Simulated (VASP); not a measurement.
# La (P6_3/mmc) in VASP: a series of runs, part 2 of 2

VASP 6.6.1. Earlier steps stand in the parts before.

## Step 3: Single point, PBE

This run uses another cell than the first one, of 37.68 Å³/atom, 1.010 times its volume.

The input, INCAR:

```
ALGO = Normal
EDIFF = 1E-7
ENCUT = 520
GGA = PE
ISIF = 2
ISMEAR = -1
LASPH = True
LCHARG = False
LREAL = False
LWAVE = False
NBANDS = 18
NELM = 60
PREC = Accurate
SIGMA = 0.08
```

The input, KPOINTS:

```
k-points
0
Gamma
  13 13 7
```

The input, POSCAR:

```
La
1.0
    3.7766774636      0.0000000000      0.0000000000
   -1.8883387318      3.2706986254      0.0000000000
    0.0000000000      0.0000000000      6.1012632355
La
2
Direct
    0.3333333333      0.6666666667      0.2500000000
    0.6666666667      0.3333333333      0.7500000000
```

Potentials or basis: VASP PAW PBE potentials, release 64 (La).

Run with:

```console
cat potpaw_PBE.64/La/POTCAR > POTCAR
mpirun -np 1 vasp_std > vasp.out
```

OUTCAR:

```text
EDIFF = 1E-7
   ENCUT = 520
   GGA = PE
   ISIF = 2
   ISMEAR = -1
   LASPH = True
   LREAL = False
   NELM = 60
   PREC = Accurate

 ion  position               nearest neighbor table
   1  0.333  0.667  0.250-
   2  0.667  0.333  0.750-

  LATTYP: Found a hexagonal cell.
 ALAT       =     3.7766774636
 C/A-ratio  =     1.6155108013

  Lattice vectors:

 A1 = (   3.7766774636,   0.0000000000,   0.0000000000)
 A2 = (  -1.8883387318,   3.2706986254,   0.0000000000)
 A3 = (   0.0000000000,   0.0000000000,   6.1012632355)

Analysis of symmetry for initial positions (statically):
=====================================================================
 Subroutine PRICEL returns:
 Original cell was already a primitive cell.

 Routine SETGRP: Setting up the symmetry group for a
 hexagonal supercell.

 Subroutine GETGRP returns: Found 24 space group operations
 (whereof 12 operations were pure point group operations)
 out of a pool of 24 trial point group operations.

The static configuration has the point symmetry D_3d.
 The point group associated with its full space group is D_6h.

Analysis of symmetry for dynamics (positions and initial velocities):
=====================================================================
 Subroutine PRICEL returns:
 Original cell was already a primitive cell.

 Routine SETGRP: Setting up the symmetry group for a
 hexagonal supercell.

 Subroutine GETGRP returns: Found 24 space group operations
 (whereof 12 operations were pure point group operations)
 out of a pool of 24 trial point group operations.

The dynamic configuration has the point symmetry D_3d.
 The point group associated with its full space group is D_6h.

 Subroutine INISYM returns: Found 24 space group operations
[... 103 lines left out ...]
   ISIF   =      2    stress and relaxation
   ISYM   =      2    0-nonsym 1-usesym 2-fastsym
   POTIM  = 0.5000    time-step for ionic-motion
   TEBEG  =    0.0;   TEEND  =   0.0 temperature during run
   PSTRESS=    0.0 pullay stress
   NELECT =      22.0000    total number of electrons
   NUPDOWN=      -1.0000    fix difference up-down
   EMIN   =  10.00;   EMAX   =-10.00  energy-range for DOS
   EFERMI =   0.00;   METHOD = LEGACY
   ISMEAR =    -1;   SIGMA  =   0.08  broadening in eV -4-tet -1-fermi 0-gaus
   EFERMI_NEDOS =   21; number of points for ismear=-14 and -15
   IALGO  =     38    algorithm
   IMIX   =      4    mixing-type and parameters
     AMIX     =   0.40;   BMIX     =  1.00
     AMIX_MAG =   1.60;   BMIX_MAG =  1.00
  volume/ion in A,a.u.               =      37.68       254.29
  Fermi-wavevector in a.u.,A,eV,Ry     =   1.085990  2.052223 16.046349  1.179373
  Thomas-Fermi vector in A             =   2.222116
   LORBIT       =      0    0 simple, 1 ext, 2 COOP (PROOUT), +10 PAW based schemes
   GGA     = PE    functional components
   LHFCALC =     F    Hartree Fock is set to
   AEXX    =    0.0000 exact exchange contribution
   IVDW    =     0    specifies the selected vdW correction
   LEPSILON=     F    determine dielectric tensor
   LRPA    =     F    only Hartree local field effects (RPA)
 non-spin polarized calculation
  energy-cutoff  :      520.00
  volume of cell :       75.37
 maximum number of plane-waves:      2049
 NGX is ok and might be reduce to    28
   NGX = 13   NGY = 13   NGZ = 23

 number of electron      21.9999997 magnetization

 Free energy of the ion-electron system (eV)
  ---------------------------------------------------
  ext. energy  EPLUGINS =         0.00000000
  ---------------------------------------------------
  free energy    TOTEN  =        -9.75748806 eV

  energy without entropy =       -9.67887643  energy(sigma->0) =       -9.71818224

 E-fermi :   7.7134     XC(G=0):  -9.5021

 val. band max:        7.7041613275   @ k =   0.1538   0.1538   0.0000
 cond. band min:       7.7142992127   @ k =   0.3846   0.2308   0.4286
 fundamental gap:      0.0101378852
 Fermi energy:         7.7134046145

 k-point     1 :       0.0000    0.0000    0.0000
  band No.  band energies     occupation
      1     -25.1585      2.00000
      2     -24.9662      2.00000
      3      -9.5119      2.00000
      4      -8.3726      2.00000
      5      -8.3726      2.00000
      6      -8.1939      2.00000
[... 481 lines left out ...]
      5      -8.4690      2.00000
      6      -8.4328      2.00000
[... 10 lines left out ...]
     17       9.4473      0.00000
     18       9.4809      0.00000

 [... further k-points ...]
[... 5 lines left out ...]
  --------------------------------------------------------------------------------------
  -------------------------------------------------------------------------------------
  Total        0.0338719      0.0338719      0.0230837      0.0000000      0.0000000      0.0000000
  in kB        0.7200781      0.7200781      0.4907330      0.0000000      0.0000000      0.0000000
  external PRESSURE =       0.6436297 kB  Pullay stress =       0.0000000 kB

 VOLUME and BASIS-vectors are now :
 -----------------------------------------------------------------------------
  energy-cutoff  :      520.00
  volume of cell :       75.37
      direct lattice vectors                 reciprocal lattice vectors
     3.776677464  0.000000000  0.000000000     0.264783003  0.152872538  0.000000000
    -1.888338732  3.270698625  0.000000000     0.000000000  0.305745076  0.000000000
     0.000000000  0.000000000  6.101263236     0.000000000  0.000000000  0.163900484

 POSITION                                       TOTAL-FORCE (eV/Angst)
 -----------------------------------------------------------------------------------
     -0.00000      2.18047      1.52532         0.000000     -0.000000      0.000000
      1.88834      1.09023      4.57595        -0.000000      0.000000      0.000000
 -----------------------------------------------------------------------------------
    total drift:                               -0.000000      0.000000     -0.000000

  FREE ENERGIE OF THE ION-ELECTRON SYSTEM (eV)
  ---------------------------------------------------
  free  energy   TOTEN  =        -9.7574880615 eV

  energy  without entropy=       -9.6788764278  energy(sigma->0) =       -9.71818224
```

It took 4.3 min on 1 thread of Oxide Virtual Turin-like, shared host; peak memory 0.23 GiB.

Results:

- Free energy: -9.7575 eV
- Pressure: 0.1 GPa
- Band gap on the k mesh: zero (band 11 reaches 8.82 eV, above the bottom of band 12 at 7.51 eV)

Caveat: spin-orbit coupling is left out, which moves the levels of the heavy elements.

## Step 4: Single point, PBE

This run uses another cell than the first one, of 37.68 Å³/atom, 1.010 times its volume.

The input, INCAR:

```
PREC = Accurate ; ENCUT = 520
EDIFF = 1E-7 ; ISMEAR = -1
SIGMA = 0.08 ; LREAL = False
LASPH = True ; NELM = 60
ALGO = Normal ; ISIF = 2
LWAVE = False ; LCHARG = True
GGA = PE ; LELF = True
LVHAR = True ; NBANDS = 18
```

The input, KPOINTS:

```
regular mesh
0
Gamma
  13 13 7
```

POSCAR, as its differences from that of step 3:

```diff
@@ -4,3 +4,3 @@
    -1.8883387318      3.2706986254      0.0000000000
-    0.0000000000      0.0000000000      6.1012632355
+    0.0000000000      0.0000000000      6.1012632356
 La
```

Run with:

```console
cat potpaw_PBE.64/La/POTCAR > POTCAR
mpirun -np 1 vasp_std > vasp.out
```

Run time: 6.3 min. Hardware: 1 thread of Oxide Virtual Turin-like, shared host; peak memory 0.23 GiB.

Results (log left out):

| Property | Result |
| --- | --- |
| Free energy | -9.7575 eV |
| Pressure | 0.1 GPa |
| Band gap on the k mesh | zero (band 11 reaches 8.82 eV, above the bottom of band 12 at 7.51 eV) |

Levels at points of the mesh, in eV from the Fermi level:
| k point | band 9 | band 10 | band 11 | band 12 | band 13 | band 14 |
| --- | --- | --- | --- | --- | --- | --- |
| (0.00, 0.00, 0.00) | -3.17 | -1.72 | 1.11 | 1.32 | 1.32 | 1.54 |

Caveat: spin-orbit coupling is left out, which moves the levels of the heavy elements.

## Step 5: Single point, PBE

This run uses another cell than the first one, of 21.86 Å³/atom, 0.586 times its volume.

The input, INCAR:

```
SYSTEM = La
ALGO = Normal ; EDIFF = 1E-6
ENCUT = 520 ; GGA = PE
ISIF = 2 ; ISMEAR = -1
LASPH = .True. ; LCHARG = .False.
LREAL = .False. ; LWAVE = .False.
NBANDS = 18 ; NELM = 80
PREC = Accurate ; SIGMA = 0.08
```

The input, KPOINTS:

```
k-points
0
Gamma
  16 16 9
  0 0 0
```

The input, POSCAR:

```
La
1.0
    3.1048017660      0.0000000000      0.0000000000
   -1.5524008830      2.6888372031      0.0000000000
    0.0000000000      0.0000000000      5.2360019098
La
2
Direct
    0.3333333333      0.6666666667      0.2500000000
    0.6666666667      0.3333333333      0.7500000000
```

Run with:

```console
cat potpaw_PBE.64/La/POTCAR > POTCAR
mpirun -np 1 vasp_std > vasp.out
```

Wall time 4.2 min (1 thread of Oxide Virtual Turin-like, shared host); peak memory 0.22 GiB.

The run converged. Its results:

| Quantity | Value |
| --- | --- |
| Free energy | -7.8188 eV |
| Pressure | 29.0 GPa |
| Band gap on the k mesh | zero (band 11 reaches 15.55 eV, above the bottom of band 12 at 12.82 eV) |

Stress tensor (GPa, compression positive):
```
28.72  0.00  0.00
 0.00 28.72  0.00
 0.00  0.00 29.45
```

Levels at points of the mesh, in eV from the Fermi level:
| k point | band 7 | band 8 | band 9 | band 10 | band 11 | band 12 | band 13 | band 14 | band 15 | band 16 |
| --- | --- | --- | --- | --- | --- | --- | --- | --- | --- | --- |
| (0.00, 0.00, 0.00) | -13.66 | -13.66 | -2.11 | -1.38 | 0.56 | 1.55 | 1.55 | 1.70 | 1.90 | 2.13 |
| (0.50, 0.00, 0.00) | -15.23 | -14.45 | -3.37 | -2.40 | -1.32 | 1.49 | 1.57 | 2.05 | 2.23 | 2.73 |

Caveat: spin-orbit coupling is left out, which moves the levels of the heavy elements.

## Step 6: Overview

| task | cell | k mesh | cutoff (eV) | gap on the mesh (eV) | pressure (GPa) |
| --- | --- | --- | --- | --- | --- |
| relaxation of cell and atoms | relaxed from a = 3.761, b = 3.761, c = 6.093 Å, angles 90.0, 90.0, 120.0°, 2 atoms | 13 × 13 × 7 | 600 | none | 0.0 |
| single point | a = 3.777, b = 3.777, c = 6.101 Å, angles 90.0, 90.0, 120.0°, 2 atoms | 13 × 13 × 7 | 520 | none | 0.1 |
| single point | a = 3.105, b = 3.105, c = 5.236 Å, angles 90.0, 90.0, 120.0°, 2 atoms | 16 × 16 × 9 | 520 | none | 29.0 |

Alike in all rows: level PBE; potentials or basis VASP PAW PBE potentials, release 64 (La); no spin polarisation; smearing fermi-dirac 0.08 eV.

Caveats: spin-orbit coupling is left out, which moves the levels of the heavy elements.

Absolute energies hang on the potentials; compare differences alone.
